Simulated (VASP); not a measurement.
# Ru2Pt (I4/mmm) in VASP: single point with PBE

Aim: the single point of Ru2Pt with PBE.

All numbers are computed with VASP 6.6.1; they aren't measurements. Logs are shortened: lines on timing, memory, paths and dates and some standing lists are left out, and cuts for length are marked.

## 1. The cell of the first run

Symmetry: I4/mmm, No. 139, tetragonal system. Conventional cell: a = 3.810 Å, b = 3.810 Å, c = 4.778 Å, α = 90.00°, β = 90.00°, γ = 90.00°. Within 3.0 Å of Ru (site symmetry -4m2) lie 4 Pt at 2.25 Å and 6 Ru at 2.39 to 2.69 Å. Pt (site symmetry 4/mmm) has 8 Ru at 2.25 Å within 3.0 Å.

The cell was generated, and may not be a known phase.

## 2. Single point, PBE

File INCAR:

```
SYSTEM = Ru2Pt
PREC = Accurate
ENCUT = 570
EDIFF = 1E-6
ISMEAR = 0
SIGMA = 0.1
LREAL = .False.
LASPH = .True.
NELM = 120
ALGO = Normal
ISIF = 2
LWAVE = .False.
LCHARG = .False.
GGA = PE
NBANDS = 32
GGA_COMPAT = .False.
```

File KPOINTS:

```
Automatic mesh
0
Gamma
  6 6 6
  0 0 0
```

File POSCAR:

```
Ru2Pt
1.0
   -1.9051500300      1.9051500300      2.3888325400
    1.9051500300     -1.9051500300      2.3888325400
    1.9051500300      1.9051500300     -2.3888325400
Ru Pt
2 1
Direct
    0.7500000000      0.2500000000      0.5000000000
    0.2500000000      0.7500000000      0.5000000000
    0.0000000000      0.0000000000      0.0000000000
```

Potentials or basis: VASP PAW PBE potentials, release 64 (Ru_sv, Pt_sv_GW).

Command:

```sh
$ cat potpaw_PBE.64/Ru_sv/POTCAR potpaw_PBE.64/Pt_sv_GW/POTCAR > POTCAR
$ mpirun -np 1 vasp_std > vasp.out
```

OUTCAR:

```text
SYSTEM = Ru2Pt
   PREC = Accurate
   ENCUT = 570
   EDIFF = 1E-6
   ISMEAR = 0
   LREAL = .False.
   LASPH = .True.
   NELM = 120
   ISIF = 2
   GGA = PE

 ion  position               nearest neighbor table
   1  0.750  0.250  0.500-   3 2.25   3 2.25   3 2.25   3 2.25   2 2.39   2 2.39   2 2.69   2 2.69
                             2 2.69   2 2.69
   2  0.250  0.750  0.500-   3 2.25   3 2.25   3 2.25   3 2.25   1 2.39   1 2.39   1 2.69   1 2.69
                             1 2.69   1 2.69
   3  0.000  0.000  0.000-   1 2.25   2 2.25   1 2.25   2 2.25   1 2.25   2 2.25   1 2.25   2 2.25

  LATTYP: Found a body centered tetragonal cell.
 ALAT       =     3.8103000600
 C/A-ratio  =     1.2538815854

  Lattice vectors:

 A1 = (  -1.9051500300,   1.9051500300,   2.3888325400)
 A2 = (   1.9051500300,  -1.9051500300,   2.3888325400)
 A3 = (   1.9051500300,   1.9051500300,  -2.3888325400)

Analysis of symmetry for initial positions (statically):
=====================================================================
 Subroutine PRICEL returns:
 Original cell was already a primitive cell.

 Routine SETGRP: Setting up the symmetry group for a
 body centered tetragonal supercell.

 Subroutine GETGRP returns: Found 16 space group operations
 (whereof 16 operations were pure point group operations)
 out of a pool of 16 trial point group operations.

The static configuration has the point symmetry D_4h.

Analysis of symmetry for dynamics (positions and initial velocities):
=====================================================================
 Subroutine PRICEL returns:
 Original cell was already a primitive cell.

 Routine SETGRP: Setting up the symmetry group for a
 body centered tetragonal supercell.

 Subroutine GETGRP returns: Found 16 space group operations
 (whereof 16 operations were pure point group operations)
 out of a pool of 16 trial point group operations.

The dynamic configuration has the point symmetry D_4h.

 Subroutine INISYM returns: Found 16 space group operations
 (whereof 16 operations are pure point group operations),
 and found     1 'primitive' translations

----------------------------------------------------------------------------------------

                                     Primitive cell

  volume of cell :      34.6820

  direct lattice vectors                    reciprocal lattice vectors
    -1.905150030  1.905150030  2.388832540     0.000000000  0.262446522  0.209307263
     1.905150030 -1.905150030  2.388832540     0.262446522  0.000000000  0.209307263
     1.905150030  1.905150030 -2.388832540     0.262446522  0.262446522  0.000000000

  length of vectors
     3.600793548  3.600793548  3.600793548     0.335689898  0.335689898  0.371155431

  position of ions in fractional coordinates (direct lattice)
     0.750000000  0.250000000  0.500000000
     0.250000000  0.750000000  0.500000000
     0.000000000  0.000000000  0.000000000

  ion indices of the primitive-cell ions
   primitive index   ion index
                 1           1
                 2           2
                 3           3

----------------------------------------------------------------------------------------

 KPOINTS: Automatic mesh

Automatic generation of k-mesh.
 Grid dimensions read from file:
 generate k-points for:    6    6    6

 Generating k-lattice:

  Cartesian coordinates                     Fractional coordinates (reciprocal lattice)
     0.000000000  0.043741087  0.034884544     0.166666667  0.000000000  0.000000000
     0.043741087  0.000000000  0.034884544     0.000000000  0.166666667  0.000000000
     0.043741087  0.043741087  0.000000000     0.000000000  0.000000000  0.166666667

  Length of vectors
     0.055948316  0.055948316  0.061859239

  Shift w.r.t. Gamma in fractional coordinates (k-lattice)
     0.000000000  0.000000000  0.000000000

 Subroutine IBZKPT returns following result:
 ===========================================

 Found     30 irreducible k-points:

 Following reciprocal coordinates:
            Coordinates               Weight
  0.000000  0.000000  0.000000      1.000000
  0.166667  0.000000  0.000000      8.000000
  0.333333  0.000000  0.000000      8.000000
  0.500000 -0.000000  0.000000      4.000000
  0.166667  0.166667  0.000000      8.000000
  0.333333  0.166667  0.000000     16.000000
[... 16 lines left out ...]
 -0.333333 -0.333333  0.166667      8.000000
 -0.166667 -0.333333  0.166667      8.000000
 [... further k-points ...]
   k-points           NKPTS =     30   k-points in BZ     NKDIM =     30   number of bands    NBANDS=     32
   number of dos      NEDOS =    301   number of ions     NIONS =      3
   total plane-waves  NPLWV =  21952
   dimension x,y,z NGX =    28 NGY =   28 NGZ =   28
   dimension x,y,z NGXF=    56 NGYF=   56 NGZF=   56
   ions per type =               2   1
   NGX,Y,Z   is equivalent  to a cutoff of  12.93, 12.93, 12.93 a.u.
   NGXF,Y,Z  is equivalent  to a cutoff of  25.85, 25.85, 25.85 a.u.
 SYSTEM =  Ru2Pt
   PREC   = accura    normal or accurate (medium, high low for compatibility)
   ISTART =      0    job   : 0-new  1-cont  2-samecut
   ICHARG =      2    charge: 1-file 2-atom 10-const
   ISPIN  =      1    spin polarized calculation?
   LNONCOLLINEAR =      F non collinear calculations
   LSORBIT =      F    spin-orbit coupling
   LASPH  =      T    aspherical Exc in radial PAW
   ENCUT  =  570.0 eV  41.89 Ry    6.47 a.u.   7.01  7.01  7.01*2*pi/ulx,y,z
   NELM   =    120;   NELMIN=  2; NELMDL= -5     # of ELM steps
   EDIFF  = 0.1E-05   stopping-criterion for ELM
   LREAL  =      F    real-space projection
   EDIFFG = 0.1E-04   stopping-criterion for IOM
   NSW    =      0    number of steps for IOM
   IBRION =     -1    ionic relax: 0-MD 1-quasi-New 2-CG
   NFREE  =      0    steps in history (QN), initial steepest desc. (CG)
   ISIF   =      2    stress and relaxation
   ISYM   =      2    0-nonsym 1-usesym 2-fastsym
   POTIM  = 0.5000    time-step for ionic-motion
   TEBEG  =    0.0;   TEEND  =   0.0 temperature during run
   PSTRESS=    0.0 pullay stress
   NELECT =      50.0000    total number of electrons
   NUPDOWN=      -1.0000    fix difference up-down
   EMIN   =  10.00;   EMAX   =-10.00  energy-range for DOS
   EFERMI =   0.00;   METHOD = LEGACY
   ISMEAR =     0;   SIGMA  =   0.10  broadening in eV -4-tet -1-fermi 0-gaus
   EFERMI_NEDOS =   21; number of points for ismear=-14 and -15
   IALGO  =     38    algorithm
   IMIX   =      4    mixing-type and parameters
     AMIX     =   0.40;   BMIX     =  1.00
     AMIX_MAG =   1.60;   BMIX_MAG =  1.00
  volume/ion in A,a.u.               =      11.56        78.02
  Fermi-wavevector in a.u.,A,eV,Ry     =   1.849397  3.494854 46.535588  3.420269
  Thomas-Fermi vector in A             =   2.899806
   LORBIT       =      0    0 simple, 1 ext, 2 COOP (PROOUT), +10 PAW based schemes
   GGA     = PE    functional components
   LHFCALC =     F    Hartree Fock is set to
   AEXX    =    0.0000 exact exchange contribution
   IVDW    =     0    specifies the selected vdW correction
   LEPSILON=     F    determine dielectric tensor
   LRPA    =     F    only Hartree local field effects (RPA)
 non-spin polarized calculation
 Gauss-broadening in eV      SIGMA  =   0.10
  energy-cutoff  :      570.00
  volume of cell :       34.68
 maximum number of plane-waves:      1101
   NGX = 15   NGY = 15   NGZ = 15

 number of electron      50.0000013 magnetization

 Free energy of the ion-electron system (eV)
  ---------------------------------------------------
  ext. energy  EPLUGINS =         0.00000000
  ---------------------------------------------------
  free energy    TOTEN  =       -13.93814674 eV

  energy without entropy =      -13.92485514  energy(sigma->0) =      -13.93150094

 E-fermi :  18.1453     XC(G=0): -15.2277

 val. band max:       18.1434170595   @ k =  -0.3333   0.1667  -0.0000
 cond. band min:      18.1603558358   @ k =   0.3333   0.0000   0.0000
 fundamental gap:      0.0169387763
 Fermi energy:        18.1452567058

 k-point     1 :       0.0000    0.0000    0.0000
  band No.  band energies     occupation
      1     -82.7692      2.00000
      2     -55.2542      2.00000
      3     -54.8997      2.00000
      4     -37.2275      2.00000
      5     -37.2275      2.00000
      6     -37.1110      2.00000
[... 24 lines left out ...]
     31      30.0460      0.00000
     32      32.2737      0.00000

 k-point     2 :       0.1667    0.0000    0.0000
  band No.  band energies     occupation
      1     -82.7687      2.00000
      2     -55.2345      2.00000
      3     -54.9244      2.00000
      4     -37.2333      2.00000
      5     -37.2195      2.00000
      6     -37.1144      2.00000
[... 24 lines left out ...]
     31      30.2760      0.00000
     32      30.9785      0.00000

 k-point     3 :       0.3333    0.0000    0.0000
  band No.  band energies     occupation
      1     -82.7677      2.00000
      2     -55.1761      2.00000
      3     -54.9932      2.00000
      4     -37.2448      2.00000
      5     -37.2046      2.00000
      6     -37.1179      2.00000
[... 24 lines left out ...]
     31      30.1710      0.00000
     32      31.6994      0.00000

 k-point     4 :       0.5000   -0.0000    0.0000
  band No.  band energies     occupation
      1     -82.7667      2.00000
      2     -55.0948      2.00000
      3     -55.0798      2.00000
      4     -37.2502      2.00000
      5     -37.1976      2.00000
      6     -37.1174      2.00000
[... 654 lines left out ...]
     31      28.7267      0.00000
     32      29.6374      0.00000

 k-point    23 :      -0.3333   -0.3333    0.1667
  band No.  band energies     occupation
      1     -82.7672      2.00000
      2     -55.0981      2.00000
      3     -55.0753      2.00000
      4     -37.2561      2.00000
      5     -37.2391      2.00000
      6     -37.0917      2.00000
[... 24 lines left out ...]
     31      27.7294      0.00000
     32      30.3446      0.00000

 k-point    24 :      -0.1667   -0.3333    0.1667
  band No.  band energies     occupation
      1     -82.7680      2.00000
      2     -55.1389      2.00000
      3     -55.0294      2.00000
      4     -37.2524      2.00000
      5     -37.2387      2.00000
      6     -37.0935      2.00000
[... 24 lines left out ...]
     31      28.5541      0.00000
     32      30.3794      0.00000

 [... further k-points ...]

------------------------ aborting loop because EDIFF is reached ----------------------------------------

  FORCE on cell =-STRESS in cart. coord.  units (eV):
  Direction    XX          YY          ZZ          XY          YZ          ZX
  --------------------------------------------------------------------------------------
  -------------------------------------------------------------------------------------
  Total       48.0424702     48.0424702     48.1065902      0.0000000     -0.0000000      0.0000000
  in kB     2219.3809319   2219.3809319   2222.3430356      0.0000000     -0.0000000      0.0000000
  external PRESSURE =    2220.3682998 kB  Pullay stress =       0.0000000 kB

 VOLUME and BASIS-vectors are now :
 -----------------------------------------------------------------------------
  energy-cutoff  :      570.00
  volume of cell :       34.68
      direct lattice vectors                 reciprocal lattice vectors
    -1.905150030  1.905150030  2.388832540     0.000000000  0.262446522  0.209307263
     1.905150030 -1.905150030  2.388832540     0.262446522  0.000000000  0.209307263
     1.905150030  1.905150030 -2.388832540     0.262446522  0.262446522  0.000000000

 POSITION                                       TOTAL-FORCE (eV/Angst)
 -----------------------------------------------------------------------------------
     -0.00000      1.90515      1.19442         0.000000     -0.000000      0.000000
      1.90515     -0.00000      1.19442        -0.000000     -0.000000     -0.000000
      0.00000      0.00000      0.00000        -0.000000      0.000000      0.000000
 -----------------------------------------------------------------------------------
    total drift:                                0.000000     -0.000000      0.000000

  FREE ENERGIE OF THE ION-ELECTRON SYSTEM (eV)
  ---------------------------------------------------
  free  energy   TOTEN  =       -13.9381467359 eV

  energy  without entropy=      -13.9248551450  energy(sigma->0) =      -13.93150094
```

Run time: 26 s. Hardware: 1 thread of Intel Xeon Platinum 8488C (Sapphire Rapids), shared host; peak memory 0.18 GiB.

What came out:

* Free energy: -13.9381 eV
* Pressure: 222.0 GPa
* Band gap on the k mesh: zero (bands 25 and 26 overlap by 2.39 eV)

Caveat: the cell stands under pressure; spin-orbit coupling is left out, which moves the levels of the heavy elements.
